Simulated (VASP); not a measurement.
# AlN (P1) in VASP: further runs

AlN is run at these levels: r2SCAN; tasks: single point.

All numbers are computed with VASP 6.6.1; they aren't measurements. Logs are shortened: lines on timing, memory, paths and dates and some standing lists are left out, and cuts for length are marked.

## Step 1: The cell of the first run

The typed cell holds 32 atoms: a = 6.213 Å, b = 6.213 Å, c = 9.957 Å, α = 90.00°, β = 90.00°, γ = 120.00°.

## Step 2: Single point, r2SCAN

Contents of POSCAR:

```
AlN
1.0
    6.2133875243     -0.0000000001      0.0000000000
   -3.1066937621      5.3809514397      0.0000000000
    0.0000000000      0.0000000000      9.9571831061
Al N
16 16
Direct
    0.1664134325      0.3320234386     -0.0003092240
    0.3297390427      0.1686038260      0.2473391293
    0.1648265799      0.3347173860      0.4984164645
    0.3357762462      0.1642971526      0.7493101132
    0.1680260462      0.8280165785     -0.0012457338
    0.3335382319      0.6645309924      0.2472108802
    0.1660016458      0.8352450399      0.4982167092
    0.3324246290      0.6647250101      0.7459595672
    0.6650940144      0.3263069774     -0.0017662626
    0.8247940797      0.1609667007      0.2494924492
    0.6655882404      0.3342591027      0.4988032205
    0.8344282724      0.1654222325      0.7472048993
    0.6671290198      0.8339718450     -0.0013259774
    0.8342013709      0.6689592055      0.2467202796
    0.6717073822      0.8376301200      0.4982235384
    0.8336024514      0.6660260811      0.7498680019
    0.1640388030      0.3304701817      0.1923213603
    0.3310333043      0.1713890211      0.4376142282
    0.1607114602      0.3280470043      0.6896455480
    0.3310701632      0.1680674896      0.9391709382
    0.1646098436      0.8371027040      0.1903647829
    0.3369151285      0.6687666745      0.4374569548
    0.1681005107      0.8389860140      0.6933109421
    0.3412557634      0.6722337194      0.9371919649
    0.6645944972      0.3362784482      0.1863801218
    0.8381047215      0.1729560303      0.4373386483
    0.6757872606      0.3408192809      0.6878190274
    0.8363054918      0.1665127460      0.9429037209
    0.6705229447      0.8323327297      0.1884980903
    0.8382052470      0.6725477902      0.4404427390
    0.6641482779      0.8329158979      0.6869911829
    0.8275205363      0.6581172567      0.9418374554
```

Contents of INCAR.step1:

```
SYSTEM = AlN
PREC = Accurate
ENCUT = 520
ISMEAR = -1
SIGMA = 0.02
LREAL = Auto
LASPH = .True.
NELM = 60
NBANDS = 86
GGA = PE
ALGO = Normal
EDIFF = 1E-4
LWAVE = .True.
LCHARG = .False.
```

Contents of INCAR.step2:

```
SYSTEM = AlN
PREC = Accurate
ENCUT = 520
EDIFF = 1E-6
ISMEAR = -1
SIGMA = 0.02
LREAL = Auto
LASPH = .True.
NELM = 60
ALGO = Normal
ISIF = 2
LWAVE = .False.
LCHARG = .False.
METAGGA = R2SCAN
LMIXTAU = .True.
NBANDS = 86
ISTART = 1
```

Contents of KPOINTS:

```
regular mesh
0
Gamma
  3 3 2
  0 0 0
```

Potentials or basis: VASP PAW PBE potentials, release 64 (Al, N).

On the command line:

```console
> cat potpaw_PBE.64/Al/POTCAR potpaw_PBE.64/N/POTCAR > POTCAR
> cp INCAR.step1 INCAR
> mpirun -np 1 vasp_std > vasp.out
> cp INCAR.step2 INCAR
> mpirun -np 1 vasp_std > vasp.out
```

OUTCAR:

```text
SYSTEM = AlN
   PREC = Accurate
   ENCUT = 520
   EDIFF = 1E-6
   ISMEAR = -1
   LREAL = Auto
   LASPH = .True.
   NELM = 60
   ISIF = 2
   METAGGA = R2SCAN
   ISTART = 1

 ion  position               nearest neighbor table
   1  0.166  0.332  1.000-  28 1.86  20 1.87  17 1.92  24 1.93   2 3.03   6 3.05   5 3.08   4 3.08
                            12 3.08  10 3.09   8 3.10   9 3.10  13 3.10  13 3.11   9 3.12   5 3.14
   2  0.330  0.169  0.247-  17 1.85  21 1.87  18 1.89  25 1.90   1 3.03   9 3.07   6 3.07   3 3.07
                             7 3.08   5 3.08  11 3.09  14 3.09  10 3.10  10 3.11  14 3.12   6 3.14
   3  0.165  0.335  0.498-  26 1.86  18 1.87  22 1.90  19 1.90   8 3.04  12 3.05   6 3.07   2 3.07
                            15 3.08  10 3.08  11 3.10   4 3.10   7 3.11   7 3.11  11 3.11  15 3.14
   4  0.336  0.164  0.749-  23 1.84  20 1.89  19 1.92  27 1.93   9 3.05  11 3.06   7 3.06   5 3.07
                             1 3.08   8 3.09  12 3.09   3 3.10  16 3.11  16 3.11  12 3.12   8 3.12
   5  0.168  0.828  0.999-  24 1.87  21 1.91  32 1.92  20 1.92   6 3.04  14 3.05  16 3.06   4 3.07
                             8 3.07   1 3.08   2 3.08  13 3.08   9 3.09   9 3.12  13 3.13   1 3.14
   6  0.334  0.665  0.247-  17 1.88  22 1.89  29 1.91  21 1.92   5 3.04   1 3.05  13 3.06   3 3.07
                            10 3.07   2 3.07  15 3.09   7 3.09  14 3.10  14 3.12   2 3.14  10 3.15
   7  0.166  0.835  0.498-  30 1.86  18 1.91  22 1.91  23 1.94   8 3.06   4 3.06   2 3.08  14 3.08
                            16 3.08  15 3.08   6 3.09  11 3.10   3 3.11   3 3.11  11 3.11  15 3.13
   8  0.332  0.665  0.746-  31 1.88  23 1.90  19 1.90  24 1.90   3 3.04   7 3.06  15 3.07   5 3.07
                             4 3.09  13 3.09   1 3.10  12 3.10  16 3.10  16 3.11  12 3.12   4 3.12
   9  0.665  0.326  0.998-  28 1.86  32 1.87  25 1.87  20 1.89   4 3.05  10 3.05  13 3.07  12 3.07
                             2 3.07  16 3.08  14 3.09   5 3.09   1 3.10   1 3.12   5 3.12  13 3.15
  10  0.825  0.161  0.249-  29 1.87  26 1.87  17 1.91  25 1.91  15 3.03   9 3.05  13 3.06  11 3.06
                             6 3.07   3 3.08  14 3.09   1 3.09   2 3.10   2 3.11  14 3.13   6 3.15
  11  0.666  0.334  0.499-  27 1.88  26 1.90  18 1.90  30 1.91  10 3.06   4 3.06  12 3.07  16 3.07
                             2 3.09  14 3.09   3 3.10   7 3.10  15 3.10  15 3.11   7 3.11   3 3.11
[... 9 lines left out ...]
                             7 3.08  15 3.08  12 3.10   8 3.10   4 3.11   4 3.11   8 3.11  12 3.11
  17  0.164  0.330  0.192-   2 1.85   6 1.88  10 1.91   1 1.92
  18  0.331  0.171  0.438-   3 1.87   2 1.89  11 1.90   7 1.91
  19  0.161  0.328  0.690-  12 1.85   8 1.90   3 1.90   4 1.92
  20  0.331  0.168  0.939-   1 1.87   4 1.89   9 1.89   5 1.92
  21  0.165  0.837  0.190-  14 1.86   2 1.87   5 1.91   6 1.92
  22  0.337  0.669  0.437-   6 1.89   3 1.90  15 1.90   7 1.91
[... 8 lines left out ...]
  31  0.664  0.833  0.687-   8 1.88  15 1.88  12 1.89  16 1.92
  32  0.828  0.658  0.942-   9 1.87  13 1.90  16 1.91   5 1.92

  LATTYP: Found a hexagonal cell.
 ALAT       =     6.2133875243
 C/A-ratio  =     1.6025369522

  Lattice vectors:

 A1 = (   6.2133875243,  -0.0000000001,   0.0000000000)
 A2 = (  -3.1066937621,   5.3809514397,   0.0000000000)
 A3 = (   0.0000000000,   0.0000000000,   9.9571831061)

Analysis of symmetry for initial positions (statically):
=====================================================================
 Subroutine PRICEL returns:
 Original cell was already a primitive cell.

 Routine SETGRP: Setting up the symmetry group for a
 hexagonal supercell.

 Subroutine GETGRP returns: Found  1 space group operations
 (whereof  1 operations were pure point group operations)
 out of a pool of 24 trial point group operations.

The static configuration has the point symmetry C_1 .

Analysis of symmetry for dynamics (positions and initial velocities):
=====================================================================
 Subroutine PRICEL returns:
 Original cell was already a primitive cell.

 Routine SETGRP: Setting up the symmetry group for a
 hexagonal supercell.

 Subroutine GETGRP returns: Found  1 space group operations
 (whereof  1 operations were pure point group operations)
 out of a pool of 24 trial point group operations.

The dynamic configuration has the point symmetry C_1 .

 Subroutine INISYM returns: Found  1 space group operations
 (whereof  1 operations are pure point group operations),
 and found     1 'primitive' translations

----------------------------------------------------------------------------------------

                                     Primitive cell

  volume of cell :     332.9078

  direct lattice vectors                    reciprocal lattice vectors
     6.213387524 -0.000000000  0.000000000     0.160942802  0.092920370  0.000000000
    -3.106693762  5.380951440  0.000000000     0.000000000  0.185840740  0.000000000
     0.000000000  0.000000000  9.957183106     0.000000000  0.000000000  0.100430010

  length of vectors
     6.213387524  6.213387524  9.957183106     0.185840740  0.185840740  0.100430010

  position of ions in fractional coordinates (direct lattice)
     0.166413433  0.332023439  0.999690776
     0.329739043  0.168603826  0.247339129
     0.164826580  0.334717386  0.498416464
     0.335776246  0.164297153  0.749310113
     0.168026046  0.828016578  0.998754266
     0.333538232  0.664530992  0.247210880
[... 24 lines left out ...]
     0.664148278  0.832915898  0.686991183
     0.827520536  0.658117257  0.941837455

  ion indices of the primitive-cell ions
   primitive index   ion index
                 1           1
                 2           2
                 3           3
                 4           4
                 5           5
                 6           6
[... 24 lines left out ...]
                31          31
                32          32

----------------------------------------------------------------------------------------

 KPOINTS: regular mesh

Automatic generation of k-mesh.
 Grid dimensions read from file:
 generate k-points for:    3    3    2

 Generating k-lattice:

  Cartesian coordinates                     Fractional coordinates (reciprocal lattice)
     0.053647601  0.030973457  0.000000000     0.333333333 -0.000000000  0.000000000
     0.000000000  0.061946913  0.000000000     0.000000000  0.333333333  0.000000000
     0.000000000  0.000000000  0.050215005     0.000000000  0.000000000  0.500000000

  Length of vectors
     0.061946913  0.061946913  0.050215005

  Shift w.r.t. Gamma in fractional coordinates (k-lattice)
     0.000000000  0.000000000  0.000000000

 Subroutine IBZKPT returns following result:
 ===========================================

 Found     10 irreducible k-points:

 Following reciprocal coordinates:
            Coordinates               Weight
  0.000000  0.000000  0.000000      1.000000
  0.333333  0.000000  0.000000      2.000000
 -0.000000  0.333333  0.000000      2.000000
 -0.333333  0.333333  0.000000      2.000000
  0.333333  0.333333  0.000000      2.000000
  0.000000  0.000000  0.500000      1.000000
  0.333333  0.000000  0.500000      2.000000
 -0.000000  0.333333  0.500000      2.000000
 -0.333333  0.333333  0.500000      2.000000
  0.333333  0.333333  0.500000      2.000000
   k-points           NKPTS =     10   k-points in BZ     NKDIM =     10   number of bands    NBANDS=     86
   number of dos      NEDOS =    301   number of ions     NIONS =     32
   total plane-waves  NPLWV = 184320
   dimension x,y,z NGX =    48 NGY =   48 NGZ =   80
   dimension x,y,z NGXF=    96 NGYF=   96 NGZF=  160
   ions per type =              16  16
   NGX,Y,Z   is equivalent  to a cutoff of  12.84, 12.84, 13.36 a.u.
   NGXF,Y,Z  is equivalent  to a cutoff of  25.69, 25.69, 26.71 a.u.
 SYSTEM =  AlN
   PREC   = accura    normal or accurate (medium, high low for compatibility)
   ISTART =      1    job   : 0-new  1-cont  2-samecut
   ICHARG =      0    charge: 1-file 2-atom 10-const
   ISPIN  =      1    spin polarized calculation?
   LNONCOLLINEAR =      F non collinear calculations
   LSORBIT =      F    spin-orbit coupling
   LASPH  =      T    aspherical Exc in radial PAW
   ENCUT  =  520.0 eV  38.22 Ry    6.18 a.u.  11.55 11.55 18.51*2*pi/ulx,y,z
   NELM   =     60;   NELMIN=  2; NELMDL=  0     # of ELM steps
   EDIFF  = 0.1E-05   stopping-criterion for ELM
   LREAL  =      T    real-space projection
   EDIFFG = 0.1E-04   stopping-criterion for IOM
   NSW    =      0    number of steps for IOM
[... 5 lines left out ...]
   TEBEG  =    0.0;   TEEND  =   0.0 temperature during run
   PSTRESS=    0.0 pullay stress
   NELECT =     128.0000    total number of electrons
   NUPDOWN=      -1.0000    fix difference up-down
   EMIN   =  10.00;   EMAX   =-10.00  energy-range for DOS
   EFERMI =   0.00;   METHOD = LEGACY
   ISMEAR =    -1;   SIGMA  =   0.02  broadening in eV -4-tet -1-fermi 0-gaus
   EFERMI_NEDOS =   21; number of points for ismear=-14 and -15
   IALGO  =     38    algorithm
   IMIX   =      4    mixing-type and parameters
     AMIX     =   0.40;   BMIX     =  1.00
     AMIX_MAG =   1.60;   BMIX_MAG =  1.00
  volume/ion in A,a.u.               =      10.40        70.21
  Fermi-wavevector in a.u.,A,eV,Ry     =   1.190429  2.249585 19.281103  1.417121
  Thomas-Fermi vector in A             =   2.326514
   LORBIT       =      0    0 simple, 1 ext, 2 COOP (PROOUT), +10 PAW based schemes
   METAGGA = R2SCAN    functional components
   LHFCALC =     F    Hartree Fock is set to
   AEXX    =    0.0000 exact exchange contribution
   IVDW    =     0    specifies the selected vdW correction
   LEPSILON=     F    determine dielectric tensor
   LRPA    =     F    only Hartree local field effects (RPA)
 non-spin polarized calculation
  energy-cutoff  :      520.00
  volume of cell :      332.91
 maximum number of plane-waves:      8990
 NGX is ok and might be reduce to    48
   NGX = 23   NGY = 23   NGZ = 37

 number of electron     128.0000006 magnetization

 Free energy of the ion-electron system (eV)
  ---------------------------------------------------
  ext. energy  EPLUGINS =         0.00000000
  ---------------------------------------------------
  free energy    TOTEN  =      -307.32373101 eV

  energy without entropy =     -307.32373101  energy(sigma->0) =     -307.32373101

 E-fermi :   6.4425     XC(G=0): -11.4168

 val. band max:        5.9366958829   @ k =   0.0000   0.0000   0.0000
 cond. band min:      10.8193036649   @ k =   0.0000   0.0000   0.0000
 fundamental gap:      4.8826077820
 Fermi energy:         6.4425361816

 k-point     1 :       0.0000    0.0000    0.0000
  band No.  band energies     occupation
      1     -10.0658      2.00000
      2      -9.2030      2.00000
      3      -9.1514      2.00000
      4      -8.1523      2.00000
      5      -8.1259      2.00000
      6      -8.0949      2.00000
[... 779 lines left out ...]
     75      13.8955      0.00000
     76      13.9159      0.00000
 [bands above 76 left out]

------------------------ aborting loop because EDIFF is reached ----------------------------------------

  FORCE on cell =-STRESS in cart. coord.  units (eV):
  Direction    XX          YY          ZZ          XY          YZ          ZX
  --------------------------------------------------------------------------------------
  -------------------------------------------------------------------------------------
  Total        0.1300965     -0.2141785     -0.9166473      0.3306690      1.2025020      0.0702583
  in kB        0.6261124     -1.0307715     -4.4115258      1.5914026      5.7872517      0.3381306
  external PRESSURE =      -1.6053950 kB  Pullay stress =       0.0000000 kB

 VOLUME and BASIS-vectors are now :
 -----------------------------------------------------------------------------
  energy-cutoff  :      520.00
  volume of cell :      332.91
      direct lattice vectors                 reciprocal lattice vectors
     6.213387524 -0.000000000  0.000000000     0.160942802  0.092920370  0.000000000
    -3.106693762  5.380951440  0.000000000     0.000000000  0.185840740  0.000000000
     0.000000000  0.000000000  9.957183106     0.000000000  0.000000000  0.100430010

 POSITION                                       TOTAL-FORCE (eV/Angst)
 -----------------------------------------------------------------------------------
      0.00250      1.78660      9.95410         0.172406      0.390928      0.094874
      1.52500      0.90725      2.46280         0.481644      0.004414      0.172169
     -0.01573      1.80110      4.96282         0.270624      0.297977     -0.099820
      1.57589      0.88407      7.46102        -0.224567      0.804190      0.024458
     -1.52838      4.45552      9.94478        -0.659200      0.426504     -0.119487
      0.00791      3.57581      2.46152        -0.240552      0.222860      0.177541
[... 24 lines left out ...]
      1.53900      4.48188      6.84050         0.289264      0.011823      0.388919
      3.09714      3.54130      9.37805         0.367066      0.637942     -0.436786
 -----------------------------------------------------------------------------------
    total drift:                                0.000148     -0.007135     -0.080950

  FREE ENERGIE OF THE ION-ELECTRON SYSTEM (eV)
  ---------------------------------------------------
  free  energy   TOTEN  =      -307.3237310119 eV

  energy  without entropy=     -307.3237310119  energy(sigma->0) =     -307.32373101
```

Run time: 46 min. Hardware: 1 thread of Oxide Virtual Turin-like, shared host; peak memory 0.54 GiB.

What came out:

```yaml
Free_energy: -307.3237 eV
Pressure: -0.2 GPa
Largest_force: 1.097 eV/Å
Band_gap_on_the_k_mesh: 4.88 eV
```

Forces on the atoms (eV/Å):
```
Al   0.172  0.391  0.095
Al   0.482  0.004  0.172
Al   0.271  0.298 -0.100
Al  -0.225  0.804  0.024
Al  -0.659  0.427 -0.119
Al  -0.241  0.223  0.178
Al   0.434  0.237  0.072
Al  -0.083  0.030  0.231
Al  -0.428  0.369  0.052
Al   0.256  0.726 -0.406
Al  -0.002  0.302 -0.387
Al  -0.298 -0.079  0.489
Al   0.554 -0.219  0.012
Al   0.179 -0.366  0.375
Al  -0.283 -0.103 -0.252
Al  -0.178  0.386  0.168
N   -0.523  0.348 -0.677
N    0.560 -0.284  0.418
N    0.674  0.493 -0.162
N    0.448 -0.516  0.054
N    0.800 -0.409 -0.350
N   -0.233  0.212  0.455
N    0.264 -0.706 -0.797
N   -0.466 -0.739  0.271
N    0.218 -0.471  0.691
N   -0.611 -0.488  0.382
N   -0.493 -0.875  0.284
N   -0.152 -0.153 -0.851
N   -0.860  0.016  0.084
N   -0.233 -0.507 -0.358
N    0.289  0.012  0.389
N    0.367  0.638 -0.437
```

Stress tensor (GPa, compression positive):
```
 0.06  0.16  0.03
 0.16 -0.10  0.58
 0.03  0.58 -0.44
```

Caveat: the atoms stand as in a frame of molecular dynamics; the PAW data sets were made with another functional, which shifts forces and pressure a little.

[end of part 1 of 2]
